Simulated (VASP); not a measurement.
# Cu (Fm-3m) in VASP: further runs, part 2 of 2

VASP 6.6.1. Earlier steps stand in the parts before.

## 3. Electric field gradients, PBE (volume scaled by 0.96)

Contents of INCAR:

```
SYSTEM = Cu
PREC = Accurate ; ENCUT = 520
EDIFF = 1E-8 ; ISMEAR = -1
SIGMA = 0.08 ; LREAL = .FALSE.
LASPH = .TRUE. ; NELM = 100
ALGO = Normal ; ISIF = 2
LWAVE = .FALSE. ; LCHARG = .FALSE.
GGA = PE ; LEFG = .TRUE.
NBANDS = 12
```

Contents of KPOINTS:

```
Automatic mesh
0
G
  19 19 19
  0 0 0
```

Contents of POSCAR:

```
Cu
1.0
    0.0000000000      1.7830713297      1.7830713297
    1.7830713297      0.0000000000      1.7830713297
    1.7830713297      1.7830713297      0.0000000000
Cu
1
Direct
    0.0000000000      0.0000000000      0.0000000000
```

Potentials or basis: VASP PAW PBE potentials, release 64 (Cu).

The run is started by

```console
$ cat potpaw_PBE.64/Cu/POTCAR > POTCAR
$ mpirun -np 1 vasp_std > vasp.out
```

OUTCAR:

```text
SYSTEM = Cu
   PREC = Accurate
   ENCUT = 520
   EDIFF = 1E-8
   ISMEAR = -1
   LREAL = .FALSE.
   LASPH = .TRUE.
   NELM = 100
   ISIF = 2
   GGA = PE

 ion  position               nearest neighbor table
   1  0.000  0.000  0.000-

  LATTYP: Found a face centered cubic cell.
 ALAT       =     3.5661426594

  Lattice vectors:

 A1 = (   0.0000000000,   1.7830713297,   1.7830713297)
 A2 = (   1.7830713297,   0.0000000000,   1.7830713297)
 A3 = (   1.7830713297,   1.7830713297,   0.0000000000)

Analysis of symmetry for initial positions (statically):
=====================================================================
 Subroutine PRICEL returns:
 Original cell was already a primitive cell.

 Routine SETGRP: Setting up the symmetry group for a
 face centered cubic supercell.

 Subroutine GETGRP returns: Found 48 space group operations
 (whereof 48 operations were pure point group operations)
 out of a pool of 48 trial point group operations.

The static configuration has the point symmetry O_h .

Analysis of symmetry for dynamics (positions and initial velocities):
=====================================================================
 Subroutine PRICEL returns:
 Original cell was already a primitive cell.

 Routine SETGRP: Setting up the symmetry group for a
 face centered cubic supercell.

 Subroutine GETGRP returns: Found 48 space group operations
 (whereof 48 operations were pure point group operations)
 out of a pool of 48 trial point group operations.

The dynamic configuration has the point symmetry O_h .

 Subroutine INISYM returns: Found 48 space group operations
 (whereof 48 operations are pure point group operations),
 and found     1 'primitive' translations

----------------------------------------------------------------------------------------

                                     Primitive cell

  volume of cell :      11.3380

  direct lattice vectors                    reciprocal lattice vectors
     0.000000000  1.783071330  1.783071330    -0.280415030  0.280415030  0.280415030
     1.783071330  0.000000000  1.783071330     0.280415030 -0.280415030  0.280415030
     1.783071330  1.783071330  0.000000000     0.280415030  0.280415030 -0.280415030

  length of vectors
     2.521643657  2.521643657  2.521643657     0.485693079  0.485693079  0.485693079

  position of ions in fractional coordinates (direct lattice)
     0.000000000  0.000000000  0.000000000

  ion indices of the primitive-cell ions
   primitive index   ion index
                 1           1

----------------------------------------------------------------------------------------

 KPOINTS: Automatic mesh

Automatic generation of k-mesh.
 Grid dimensions read from file:
 generate k-points for:   19   19   19

 Generating k-lattice:

  Cartesian coordinates                     Fractional coordinates (reciprocal lattice)
    -0.014758686  0.014758686  0.014758686     0.052631579  0.000000000  0.000000000
     0.014758686 -0.014758686  0.014758686     0.000000000  0.052631579  0.000000000
[... 67 lines left out ...]
   TEBEG  =    0.0;   TEEND  =   0.0 temperature during run
   PSTRESS=    0.0 pullay stress
   NELECT =      11.0000    total number of electrons
   NUPDOWN=      -1.0000    fix difference up-down
   EMIN   =  10.00;   EMAX   =-10.00  energy-range for DOS
   EFERMI =   0.00;   METHOD = LEGACY
   ISMEAR =    -1;   SIGMA  =   0.08  broadening in eV -4-tet -1-fermi 0-gaus
   EFERMI_NEDOS =   21; number of points for ismear=-14 and -15
   IALGO  =     38    algorithm
   IMIX   =      4    mixing-type and parameters
     AMIX     =   0.40;   BMIX     =  1.00
     AMIX_MAG =   1.60;   BMIX_MAG =  1.00
  volume/ion in A,a.u.               =      11.34        76.51
  Fermi-wavevector in a.u.,A,eV,Ry     =   1.620667  3.062616 35.736521  2.626560
  Thomas-Fermi vector in A             =   2.714568
   LORBIT       =      0    0 simple, 1 ext, 2 COOP (PROOUT), +10 PAW based schemes
   GGA     = PE    functional components
   LHFCALC =     F    Hartree Fock is set to
   AEXX    =    0.0000 exact exchange contribution
   IVDW    =     0    specifies the selected vdW correction
   LEPSILON=     F    determine dielectric tensor
   LRPA    =     F    only Hartree local field effects (RPA)
 non-spin polarized calculation
  energy-cutoff  :      520.00
  volume of cell :       11.34
 maximum number of plane-waves:       316
   NGX =  9   NGY =  9   NGZ =  9

 number of electron      11.0000013 magnetization

 Free energy of the ion-electron system (eV)
  ---------------------------------------------------
  ext. energy  EPLUGINS =         0.00000000
  ---------------------------------------------------
  free energy    TOTEN  =        -3.71188901 eV

  energy without entropy =       -3.70488934  energy(sigma->0) =       -3.70838917

 E-fermi :   8.1549     XC(G=0): -12.9653

 val. band max:        8.1530512285   @ k =  -0.3684   0.1579   0.0526
 cond. band min:       8.1899556167   @ k =   0.4737   0.3684   0.0526
 fundamental gap:      0.0369043881
 Fermi energy:         8.1549138310

 k-point     1 :       0.0000    0.0000    0.0000
  band No.  band energies     occupation
      1      -1.5644      2.00000
      2       4.9413      2.00000
      3       4.9413      2.00000
      4       4.9413      2.00000
      5       5.8167      2.00000
      6       5.8167      2.00000
      7      31.0228      0.00000
      8      33.9871      0.00000
      9      33.9871      0.00000
     10      33.9871      0.00000
     11      36.5178      0.00000
     12      36.5178      0.00000
[... 331 lines left out ...]
 k-point    24 :      -0.2632    0.0526    0.0000
  band No.  band energies     occupation
      1       1.1771      2.00000
      2       4.6523      2.00000
      3       5.0725      2.00000
      4       5.1136      2.00000
      5       5.8744      2.00000
      6       6.1348      2.00000
      7      19.4733      0.00000
      8      28.4663      0.00000
      9      31.7123      0.00000
     10      33.0793      0.00000
     11      35.2142      0.00000
     12      36.6164      0.00000

 [... further k-points ...]
[... 5 lines left out ...]
  --------------------------------------------------------------------------------------
  -------------------------------------------------------------------------------------
  Total        0.6371597      0.6371597      0.6371597     -0.0000000     -0.0000000     -0.0000000
  in kB       90.0373526     90.0373526     90.0373526     -0.0000000     -0.0000000     -0.0000000
  external PRESSURE =      90.0373526 kB  Pullay stress =       0.0000000 kB

 VOLUME and BASIS-vectors are now :
 -----------------------------------------------------------------------------
  energy-cutoff  :      520.00
  volume of cell :       11.34
      direct lattice vectors                 reciprocal lattice vectors
     0.000000000  1.783071330  1.783071330    -0.280415030  0.280415030  0.280415030
     1.783071330  0.000000000  1.783071330     0.280415030 -0.280415030  0.280415030
     1.783071330  1.783071330  0.000000000     0.280415030  0.280415030 -0.280415030

 POSITION                                       TOTAL-FORCE (eV/Angst)
 -----------------------------------------------------------------------------------
      0.00000      0.00000      0.00000        -0.000000      0.000000      0.000000
 -----------------------------------------------------------------------------------
    total drift:                                0.000000      0.000000      0.000000

  FREE ENERGIE OF THE ION-ELECTRON SYSTEM (eV)
  ---------------------------------------------------
  free  energy   TOTEN  =        -3.7118890084 eV

  energy  without entropy=       -3.7048893379  energy(sigma->0) =       -3.70838917

 Electric field gradients (V/A^2)
---------------------------------------------------------------------
 ion       V_xx      V_yy      V_zz      V_xy      V_xz      V_yz
---------------------------------------------------------------------
   1       0.000     0.000    -0.000     0.002     0.002     0.002
---------------------------------------------------------------------

 Electric field gradients after diagonalization (V/A^2)
 (convention: |V_zz| > |V_xx| > |V_yy|)
----------------------------------------------------------------------
 ion       V_xx      V_yy      V_zz     asymmetry (V_yy - V_xx)/ V_zz
----------------------------------------------------------------------
   1      -0.002    -0.002     0.004       0.000
----------------------------------------------------------------------

           NMR quadrupolar parameters

 Cq : quadrupolar parameter    Cq=e*Q*V_zz/h
 eta: asymmetry parameters     (V_yy - V_xx)/ V_zz
 Q  : nuclear electric quadrupole moment in mb (millibarn)
----------------------------------------------------------------------
 ion       Cq(MHz)       eta       Q (mb)
----------------------------------------------------------------------
   1       0.000       0.000       1.000
----------------------------------------------------------------------
```

stdout:

```text
POSCAR found type information on POSCAR Cu
 POSCAR found :  1 types and       1 ions
 scaLAPACK will be used
 LDA part: xc-table for (Slater+PW92), standard interpolation
 POSCAR, INCAR and KPOINTS ok, starting setup
 FFT: planning ... GRIDC
 FFT: planning ... GRID_SOFT
 FFT: planning ... GRID
 WAVECAR not read
 entering main loop
ion   1
```

Run time: 18 s. Hardware: 1 thread of Intel Xeon 6975P-C (Granite Rapids), shared host; peak memory 0.14 GiB.

Results:

| Property | Result |
| --- | --- |
| Free energy | -3.7119 eV |
| Pressure | 9.0 GPa |

Levels at points of the mesh, in eV from the Fermi level:
```csv
k point,band 2,band 3,band 4,band 5,band 6,band 7,band 8,band 9,band 10,band 11
"(0.00, 0.00, 0.00)",-3.21,-3.21,-3.21,-2.34,-2.34,22.87,25.83,25.83,25.83,28.36
```

Caveat: without QUAD_EFG the Cq values of the log hold for a quadrupole moment of 1 mb, not for the nuclei.
